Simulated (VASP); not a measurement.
# Zn3SeS2 (P3m1) in VASP: further runs

Zn3SeS2 is run at these levels: PBE; tasks: single point, relaxation of cell and atoms.

All numbers are computed with VASP 6.6.1; they aren't measurements. Logs are shortened: lines on timing, memory, paths and dates and some standing lists are left out, and cuts for length are marked.

## 1. The cell of the first run

It takes space group P3m1 (No. 156, trigonal). The conventional cell has a = 3.833 Å, b = 3.833 Å, c = 9.389 Å, α = 90.00°, β = 90.00°, γ = 120.00°. Within 3.1 Å of Zn (site symmetry 3m) lie 3 Se at 2.35 Å and 1 S at 2.35 Å. Zn (site symmetry 3m) has 3 S at 2.35 Å and 1 Se at 2.35 Å within 3.1 Å. Zn (site symmetry 3m) has 4 S at 2.35 Å within 3.1 Å. Within 3.1 Å of Se (site symmetry 3m) lie 4 Zn at 2.35 Å. Within 3.1 Å of S (site symmetry 3m) lie 4 Zn at 2.35 Å. S (site symmetry 3m) has 4 Zn at 2.35 Å within 3.1 Å.

## 2. Single point, PBE

The input, INCAR:

```
SYSTEM = Zn3SeS2
PREC = Accurate
ENCUT = 520
EDIFF = 1E-6
ISMEAR = 0
SIGMA = 0.1
LREAL = .FALSE.
LASPH = .TRUE.
NELM = 60
ALGO = Normal
ISIF = 2
LWAVE = .FALSE.
LCHARG = .FALSE.
GGA = PE
NBANDS = 36
```

The input, KPOINTS:

```
Automatic mesh
0
G
  6 6 2
  0 0 0
```

The input, POSCAR:

```
Zn3SeS2
1.0
    3.8328771300      0.0000000000      0.0000000000
   -1.9164385600      3.3193689600      0.0000000000
    0.0000000000      0.0000000000      9.3885932100
Zn Se S
3 1 2
Direct
    0.0000000000      0.0000000000      0.0000000000
    0.3333333300      0.6666666700      0.6666666700
    0.6666666700      0.3333333300      0.3333333300
    0.3333333300      0.6666666700      0.9166666700
    0.6666666700      0.3333333300      0.5833333300
    0.0000000000      0.0000000000      0.2500000000
```

Potentials or basis: VASP PAW PBE potentials, release 64 (Zn, Se, S).

On the command line:

```
$ cat potpaw_PBE.64/Zn/POTCAR potpaw_PBE.64/Se/POTCAR potpaw_PBE.64/S/POTCAR > POTCAR
$ mpirun -np 1 vasp_std > vasp.out
```

OUTCAR:

```text
SYSTEM = Zn3SeS2
   PREC = Accurate
   ENCUT = 520
   EDIFF = 1E-6
   ISMEAR = 0
   LREAL = .FALSE.
   LASPH = .TRUE.
   NELM = 60
   ISIF = 2
   GGA = PE

 ion  position               nearest neighbor table
   1  0.000  0.000  0.000-   4 2.35   4 2.35   6 2.35   4 2.35
   2  0.333  0.667  0.667-   5 2.35   4 2.35   5 2.35   5 2.35
   3  0.667  0.333  0.333-   6 2.35   6 2.35   5 2.35   6 2.35
   4  0.333  0.667  0.917-   1 2.35   1 2.35   2 2.35   1 2.35
   5  0.667  0.333  0.583-   2 2.35   3 2.35   2 2.35   2 2.35
   6  0.000  0.000  0.250-   3 2.35   3 2.35   1 2.35   3 2.35

  LATTYP: Found a hexagonal cell.
 ALAT       =     3.8328771300
 C/A-ratio  =     2.4494897414

  Lattice vectors:

 A1 = (   3.8328771300,   0.0000000000,   0.0000000000)
 A2 = (  -1.9164385600,   3.3193689600,   0.0000000000)
 A3 = (   0.0000000000,   0.0000000000,   9.3885932100)

Analysis of symmetry for initial positions (statically):
=====================================================================
 Subroutine PRICEL returns:
 Original cell was already a primitive cell.

 Routine SETGRP: Setting up the symmetry group for a
 hexagonal supercell.

 Subroutine GETGRP returns: Found  6 space group operations
 (whereof  6 operations were pure point group operations)
 out of a pool of 24 trial point group operations.

The static configuration has the point symmetry C_3v.

Analysis of symmetry for dynamics (positions and initial velocities):
=====================================================================
 Subroutine PRICEL returns:
 Original cell was already a primitive cell.

 Routine SETGRP: Setting up the symmetry group for a
 hexagonal supercell.

 Subroutine GETGRP returns: Found  6 space group operations
 (whereof  6 operations were pure point group operations)
 out of a pool of 24 trial point group operations.

The dynamic configuration has the point symmetry C_3v.

 Subroutine INISYM returns: Found  6 space group operations
 (whereof  6 operations are pure point group operations),
 and found     1 'primitive' translations

----------------------------------------------------------------------------------------

                                     Primitive cell

  volume of cell :     119.4486

  direct lattice vectors                    reciprocal lattice vectors
     3.832877130  0.000000000  0.000000000     0.260900615  0.150631040  0.000000000
    -1.916438560  3.319368960  0.000000000     0.000000000  0.301262081  0.000000000
     0.000000000  0.000000000  9.388593210     0.000000000  0.000000000  0.106512230

  length of vectors
     3.832877130  3.832877124  9.388593210     0.301262080  0.301262081  0.106512230

  position of ions in fractional coordinates (direct lattice)
     0.000000000  0.000000000  0.000000000
     0.333333330  0.666666670  0.666666670
     0.666666670  0.333333330  0.333333330
     0.333333330  0.666666670  0.916666670
     0.666666670  0.333333330  0.583333330
     0.000000000  0.000000000  0.250000000

  ion indices of the primitive-cell ions
   primitive index   ion index
                 1           1
                 2           2
                 3           3
                 4           4
                 5           5
                 6           6

----------------------------------------------------------------------------------------

 KPOINTS: Automatic mesh

Automatic generation of k-mesh.
 Grid dimensions read from file:
 generate k-points for:    6    6    2

 Generating k-lattice:

  Cartesian coordinates                     Fractional coordinates (reciprocal lattice)
     0.043483436  0.025105173  0.000000000     0.166666667  0.000000000  0.000000000
     0.000000000  0.050210347  0.000000000     0.000000000  0.166666667  0.000000000
     0.000000000  0.000000000  0.053256115     0.000000000  0.000000000  0.500000000

  Length of vectors
     0.050210347  0.050210347  0.053256115

  Shift w.r.t. Gamma in fractional coordinates (k-lattice)
     0.000000000  0.000000000  0.000000000

 Subroutine IBZKPT returns following result:
[... 43 lines left out ...]
   NGX = 15   NGY = 15   NGZ = 35

 number of electron      54.0000037 magnetization

 Free energy of the ion-electron system (eV)
  ---------------------------------------------------
  ext. energy  EPLUGINS =         0.00000000
  ---------------------------------------------------
  free energy    TOTEN  =       -19.45353001 eV

  energy without entropy =      -19.45353001  energy(sigma->0) =      -19.45353001

 E-fermi :   2.8233     XC(G=0):  -9.7075

 val. band max:        2.3563578155   @ k =   0.0000   0.0000   0.0000
 cond. band min:       4.2959444333   @ k =   0.0000   0.0000   0.0000
 fundamental gap:      1.9395866177
 Fermi energy:         2.8233475603

 k-point     1 :       0.0000    0.0000    0.0000
  band No.  band energies     occupation
      1     -11.2843      2.00000
      2     -10.5262      2.00000
      3     -10.2918      2.00000
      4      -4.3900      2.00000
      5      -4.3900      2.00000
      6      -4.3466      2.00000
[... 28 lines left out ...]
     35       9.1366      0.00000
     36       9.1808      0.00000

 k-point     2 :       0.1667   -0.0000    0.0000
  band No.  band energies     occupation
      1     -11.1005      2.00000
      2     -10.3893      2.00000
      3     -10.1671      2.00000
      4      -4.3990      2.00000
      5      -4.3467      2.00000
      6      -4.3089      2.00000
[... 28 lines left out ...]
     35       9.0391      0.00000
     36       9.5665      0.00000

 k-point     3 :       0.3333    0.0000    0.0000
  band No.  band energies     occupation
      1     -10.6698      2.00000
      2     -10.0993      2.00000
      3      -9.9076      2.00000
      4      -4.3983      2.00000
      5      -4.2642      2.00000
      6      -4.2041      2.00000
[... 28 lines left out ...]
     35       9.7430      0.00000
     36      10.1964      0.00000
[... 352 lines left out ...]
 k-point    13 :       0.3333    0.1667    0.5000
  band No.  band energies     occupation
      1     -10.4090      2.00000
      2      -9.9580      2.00000
      3      -9.7775      2.00000
      4      -4.3226      2.00000
      5      -4.2345      2.00000
      6      -4.1582      2.00000
[... 28 lines left out ...]
     35       9.8389      0.00000
     36      10.3171      0.00000

 k-point    14 :       0.3333    0.3333    0.5000
  band No.  band energies     occupation
      1     -10.2805      2.00000
      2      -9.7982      2.00000
      3      -9.7932      2.00000
      4      -4.2785      2.00000
      5      -4.1914      2.00000
      6      -4.1363      2.00000
[... 28 lines left out ...]
     35       9.7915      0.00000
     36      10.0851      0.00000

------------------------ aborting loop because EDIFF is reached ----------------------------------------

  FORCE on cell =-STRESS in cart. coord.  units (eV):
  Direction    XX          YY          ZZ          XY          YZ          ZX
  --------------------------------------------------------------------------------------
  -------------------------------------------------------------------------------------
  Total        4.1251841      4.1251841      3.9991456      0.0000000      0.0000000     -0.0000000
  in kB       55.3315665     55.3315664     53.6409981      0.0000001      0.0000000     -0.0000000
  external PRESSURE =      54.7680437 kB  Pullay stress =       0.0000000 kB

 VOLUME and BASIS-vectors are now :
 -----------------------------------------------------------------------------
  energy-cutoff  :      520.00
  volume of cell :      119.45
      direct lattice vectors                 reciprocal lattice vectors
     3.832877130  0.000000000  0.000000000     0.260900615  0.150631040  0.000000000
    -1.916438560  3.319368960  0.000000000     0.000000000  0.301262081  0.000000000
     0.000000000  0.000000000  9.388593210     0.000000000  0.000000000  0.106512230

 POSITION                                       TOTAL-FORCE (eV/Angst)
 -----------------------------------------------------------------------------------
      0.00000      0.00000      0.00000         0.000000     -0.000000      0.768422
     -0.00000      2.21291      6.25906        -0.000000      0.000000     -0.784042
      1.91644      1.10646      3.12953         0.000000      0.000000      0.019587
     -0.00000      2.21291      8.60621         0.000000      0.000000      0.031395
      1.91644      1.10646      5.47668         0.000000      0.000000     -0.120113
      0.00000      0.00000      2.34715        -0.000000      0.000000      0.084751
 -----------------------------------------------------------------------------------
    total drift:                               -0.000004      0.000001     -0.000127

  FREE ENERGIE OF THE ION-ELECTRON SYSTEM (eV)
  ---------------------------------------------------
  free  energy   TOTEN  =       -19.4535300070 eV

  energy  without entropy=      -19.4535300070  energy(sigma->0) =      -19.45353001
```

It took 40 s on 1 thread of Intel Xeon 6975P-C (Granite Rapids), shared host; peak memory 0.25 GiB.

What came out:

- Free energy: -19.4535 eV
- Pressure: 5.5 GPa
- Largest force: 0.784 eV/Å
- Band gap on the k mesh: 1.94 eV

Forces on the atoms (eV/Å):
```
Zn   0.000  0.000  0.768
Zn   0.000  0.000 -0.784
Zn   0.000  0.000  0.020
Se   0.000  0.000  0.031
S    0.000  0.000 -0.120
S    0.000  0.000  0.085
```

Stress tensor (GPa, compression positive):
```
5.53 0.00 0.00
0.00 5.53 0.00
0.00 0.00 5.36
```

Levels at points of the mesh, in eV from the valence-band top:
| k point | band 25 | band 26 | band 27 | band 28 | band 29 | band 30 |
| --- | --- | --- | --- | --- | --- | --- |
| (0.00, 0.00, 0.00) | -0.07 | 0.00 | 0.00 | 1.94 | 3.20 | 3.23 |
| (0.50, 0.00, 0.00) | -1.98 | -1.46 | -1.33 | 3.11 | 3.78 | 4.04 |
| (0.00, 0.00, 0.50) | -0.47 | -0.14 | -0.14 | 3.02 | 3.06 | 3.16 |
| (0.50, 0.00, 0.50) | -2.08 | -0.99 | -0.98 | 3.06 | 3.64 | 3.76 |

Caveat: the cell stands under pressure.

## 3. Single point, PBE

This run uses another cell than the first one, of 21.26 Å³/atom.

The input, INCAR:

```
SYSTEM = Zn3SeS2
  ALGO = Normal
  EDIFF = 1E-7
  ENCUT = 520
  GGA = PE
  ISIF = 2
  ISMEAR = 0
  LASPH = .True.
  LCHARG = .False.
  LREAL = .False.
  LWAVE = .False.
  NBANDS = 36
  NELM = 60
  PREC = Accurate
  SIGMA = 0.1
```

The input, KPOINTS:

```
k-points
0
Gamma
  6 6 2
  0 0 0
```

The input, POSCAR:

```
Zn3SeS2
1.0
    3.9172798391     -0.0000000030      0.0000000000
   -1.9586399170      3.3924638558      0.0000000000
    0.0000000000      0.0000000000      9.5996215781
Zn Se S
3 1 2
Direct
    0.0000000000      0.0000000000      0.0101605911
    0.3333333333      0.6666666667      0.6570752103
    0.6666666667      0.3333333333      0.3331798704
    0.3333333333      0.6666666667      0.9152266056
    0.6666666667      0.3333333333      0.5792483037
    0.0000000000      0.0000000000      0.2551094190
```

Potentials or basis: VASP PAW PBE potentials, release 64 (Zn, Se, S).

On the command line:

```
$ cat potpaw_PBE.64/Zn/POTCAR potpaw_PBE.64/Se/POTCAR potpaw_PBE.64/S/POTCAR > POTCAR
$ mpirun -np 1 vasp_std > vasp.out
```

Run time: 50 s. Hardware: 1 thread of Intel Xeon 6975P-C (Granite Rapids), shared host; peak memory 0.26 GiB.

The run converged. Its results:

```
Free energy            : -19.6626 eV
Pressure               : 0.2 GPa
Largest force          : 0.009 eV/Å
Band gap on the k mesh : 1.43 eV
```

Forces in eV/Å, atoms in the order of the input:
```
Zn   0.000  0.000  0.009
Zn   0.000  0.000 -0.007
Zn   0.000  0.000  0.006
Se   0.000  0.000 -0.006
S    0.000  0.000 -0.002
S    0.000  0.000 -0.002
```

Levels at points of the mesh, in eV from the valence-band top:
```tsv
k point	band 23	band 24	band 25	band 26	band 27	band 28	band 29	band 30	band 31	band 32
(0.00, 0.00, 0.00)	-0.85	-0.85	-0.28	0.00	0.00	1.43	2.69	3.11	5.94	5.94
(0.50, 0.00, 0.00)	-2.40	-2.13	-1.90	-1.65	-1.13	3.05	3.57	3.68	3.88	5.74
(0.00, 0.00, 0.50)	-1.22	-0.74	-0.74	-0.06	-0.06	2.50	2.53	3.01	5.74	6.17
(0.50, 0.00, 0.50)	-2.66	-2.31	-1.95	-1.07	-0.95	2.73	3.45	3.73	4.53	4.75
```

## 4. Relaxation of cell and atoms, PBE

The input, INCAR:

```
  PREC = Accurate
  ENCUT = 600
  EDIFF = 1E-6
  ISMEAR = 0
  SIGMA = 0.1
  LREAL = F
  LASPH = T
  NELM = 100
  ALGO = Normal
  ISIF = 3
  LWAVE = F
  LCHARG = F
  GGA = PE
  IBRION = 2
  NSW = 90
  EDIFFG = -0.04
```

The input, KPOINTS:

```
Automatic mesh
0
Gamma
  6 6 2
```

The input, POSCAR:

```
Zn3SeS2
1.0
    3.8328771300      0.0000000000      0.0000000000
   -1.9164385600      3.3193689600      0.0000000000
    0.0000000000      0.0000000000      9.3885932100
Zn Se S
3 1 2
Direct
    0.0000000000      0.0000000000      0.0000000000
    0.3333333300      0.6666666700      0.6666666700
    0.6666666700      0.3333333300      0.3333333300
    0.3333333300      0.6666666700      0.9166666700
    0.6666666700      0.3333333300      0.5833333300
    0.0000000000      0.0000000000      0.2500000000
```

On the command line:

```
$ cat potpaw_PBE.64/Zn/POTCAR potpaw_PBE.64/Se/POTCAR potpaw_PBE.64/S/POTCAR > POTCAR
$ mpirun -np 1 vasp_std > vasp.out
```

Wall time 3.6 min (1 thread of Intel Xeon 6975P-C (Granite Rapids), shared host); peak memory 0.3 GiB.

Results (log left out):

```yaml
Free_energy: -19.6609 eV
Relaxed_volume: 21.33 Å³/atom
Relaxed_cell: a = 3.921 Å, b = 3.921 Å, c = 9.613 Å, α = 90.00°, β = 90.00°, γ = 120.00°
Space_group_after_relaxing_to_0.1_Å: P3m1 (No. 156)
Energy_gained_by_relaxing: 34.6 meV/atom
Ionic_steps: 7
Pressure_after_relaxing: -0.1 GPa
Largest_force_after_relaxing: 0.032 eV/Å
Band_gap_on_the_k_mesh: 1.41 eV
```

Forces on the atoms (eV/Å):
```
Zn   0.000  0.000 -0.003
Zn   0.000  0.000  0.028
Zn   0.000  0.000  0.007
Se   0.000  0.000 -0.022
S    0.000  0.000 -0.032
S    0.000  0.000  0.022
```

Stress tensor (GPa, compression positive):
```
-0.06  0.00  0.00
 0.00 -0.06  0.00
 0.00  0.00 -0.16
```

Step by step:
```
step  energy change (eV)  largest force (eV/Å)  pressure (GPa)  volume (Å³)
   1              0.0000                0.7811            5.45       119.45
   2             -0.1635                0.3229           -1.59       131.55
   3             -0.1740                0.4040           -0.39       128.96
   4             -0.1896                0.2644           -0.26       128.55
   5             -0.2030                0.2444            0.26       127.34
   6             -0.2044                0.2259            0.16       127.62
   7             -0.2076                0.0321           -0.09       128.00
```

Final structure:
```
Zn Se S
1.0
     3.92112    0.00000    0.00000
    -1.96056    3.39579    0.00000
     0.00000    0.00000    9.61329
Zn Se S
3 1 2
Direct
  0.00000 0.00000 0.01022
  0.33333 0.66667 0.65675
  0.66667 0.33333 0.33327
  0.33333 0.66667 0.91533
  0.66667 0.33333 0.57950
  0.00000 0.00000 0.25494
```

Levels at points of the mesh, in eV from the valence-band top:
```
           k point  band 25  band 26  band 27  band 28  band 29  band 30
(0.00, 0.00, 0.00)    -0.29     0.00     0.00     1.41     2.67     3.10
(0.50, 0.00, 0.00)    -1.89    -1.66    -1.12     3.05     3.55     3.66
(0.00, 0.00, 0.50)    -0.75    -0.06    -0.06     2.47     2.51     3.00
(0.50, 0.00, 0.50)    -1.95    -1.07    -0.95     2.72     3.44     3.73
```

## 5. Single point, PBE

This run uses another cell than the first one, of 21.26 Å³/atom.

The input, INCAR:

```
ALGO     = Normal         # electronic algorithm
EDIFF    = 1E-6           # SCF threshold, eV
ENCUT    = 520            # plane-wave cutoff, eV
GGA      = PE             # functional
ISIF     = 2              # what is computed and relaxed
ISMEAR   = 0              # smearing method
LASPH    = True           # aspherical terms in the spheres
LCHARG   = False          # write CHGCAR
LREAL    = False          # projectors in reciprocal space
LWAVE    = False          # write WAVECAR
NBANDS   = 36             # bands
NELM     = 100            # most SCF steps
PREC     = Accurate       # precision mode
SIGMA    = 0.02           # smearing width, eV
```

The input, KPOINTS:

```
k-points
0
Gamma
  12 12 4
```

The input, POSCAR:

```
Zn3SeS2
1.0
    3.9172798391      0.0000000000      0.0000000000
   -1.9586399195      3.3924638544      0.0000000000
    0.0000000000      0.0000000000      9.5996215781
Zn Se S
3 1 2
Direct
    0.0000000000      0.0000000000      0.0101605911
    0.3333333333      0.6666666667      0.6570752103
    0.6666666667      0.3333333333      0.3331798704
    0.3333333333      0.6666666667      0.9152266056
    0.6666666667      0.3333333333      0.5792483037
    0.0000000000      0.0000000000      0.2551094190
```

On the command line:

```
$ cat potpaw_PBE.64/Zn/POTCAR potpaw_PBE.64/Se/POTCAR potpaw_PBE.64/S/POTCAR > POTCAR
$ mpirun -np 1 vasp_std > vasp.out
```

Run time: 3 min. Hardware: 1 thread of Intel Xeon 6975P-C (Granite Rapids), shared host; peak memory 0.43 GiB.

The run converged. Its results:

| Property | Result |
| --- | --- |
| Free energy | -19.6701 eV |
| Pressure | 0.2 GPa |
| Largest force | 0.009 eV/Å |
| Band gap on the k mesh | 1.43 eV |

Forces on the atoms (eV/Å):
```
Zn   0.000  0.000  0.008
Zn   0.000  0.000 -0.009
Zn   0.000  0.000  0.005
Se   0.000  0.000 -0.004
S    0.000  0.000  0.000
S    0.000  0.000 -0.001
```

Levels at points of the mesh, in eV from the valence-band top:
```csv
k point,band 24,band 25,band 26,band 27,band 28,band 29,band 30,band 31
"(0.00, 0.00, 0.00)",-0.85,-0.28,0.00,0.00,1.43,2.69,3.11,5.94
"(0.50, 0.00, 0.00)",-2.12,-1.90,-1.65,-1.13,3.05,3.57,3.68,3.88
"(0.00, 0.00, 0.50)",-0.74,-0.74,-0.06,-0.06,2.50,2.53,3.01,5.74
"(0.50, 0.00, 0.50)",-2.30,-1.95,-1.07,-0.95,2.74,3.45,3.73,4.54
```

## 6. Overview

| task | cell | k mesh | cutoff (eV) | smearing | gap on the mesh (eV) | pressure (GPa) | largest force (eV/Å) |
| --- | --- | --- | --- | --- | --- | --- | --- |
| single point | a = 3.833, b = 3.833, c = 9.389 Å, angles 90.0, 90.0, 120.0°, 6 atoms, atomic positions A | 6 × 6 × 2 | 520 | gaussian 0.1 eV | 1.94 | 5.5 | 0.78 |
| single point | a = 3.917, b = 3.917, c = 9.600 Å, angles 90.0, 90.0, 120.0°, 6 atoms, atomic positions B | 6 × 6 × 2 | 520 | gaussian 0.1 eV | 1.43 | 0.2 | 0.01 |
| relaxation of cell and atoms | relaxed from a = 3.833, b = 3.833, c = 9.389 Å, angles 90.0, 90.0, 120.0°, 6 atoms, atomic positions A | 6 × 6 × 2 | 600 | gaussian 0.1 eV | 1.41 | -0.1 | 0.03 |
| single point | a = 3.917, b = 3.917, c = 9.600 Å, angles 90.0, 90.0, 120.0°, 6 atoms, atomic positions B | 12 × 12 × 4 | 520 | gaussian 0.02 eV | 1.43 | 0.2 | 0.01 |

Alike in all rows: level PBE; potentials or basis VASP PAW PBE potentials, release 64 (Zn, Se, S); no spin polarisation.

Caveats: the cell stands under pressure (at least some runs).

Absolute energies hang on the potentials; compare differences alone.
